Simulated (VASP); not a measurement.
Here is a VASP 6.6.1 calculation.

INCAR

```
SYSTEM = Cs
ALGO = Normal
EDIFF = 1E-7
ENCUT = 520
ISIF = 2
ISMEAR = 0
LASPH = .True.
LCHARG = .False.
LREAL = .False.
LWAVE = .False.
NBANDS = 10
NELM = 100
PREC = Accurate
SIGMA = 0.05
```

Contents of KPOINTS:

```
k-points
0
Gamma
  10 10 10
  0 0 0
```

Contents of POSCAR:

```
Cs
1.0
   -2.9187743703      2.9187743703      2.9187743703
    2.9187743703     -2.9187743703      2.9187743703
    2.9187743703      2.9187743703     -2.9187743703
Cs
1
Direct
    0.0000000000      0.0000000000      0.0000000000
```

Potentials or basis: VASP PAW LDA potentials, release 64 (Cs_sv).

The run is started by

```bash
$ cat potpaw_LDA.64/Cs_sv/POTCAR > POTCAR
$ mpirun -np 1 vasp_std > vasp.out
```

(1) What does it give for the pressure?

Answers

(1) -0.1 GPa.
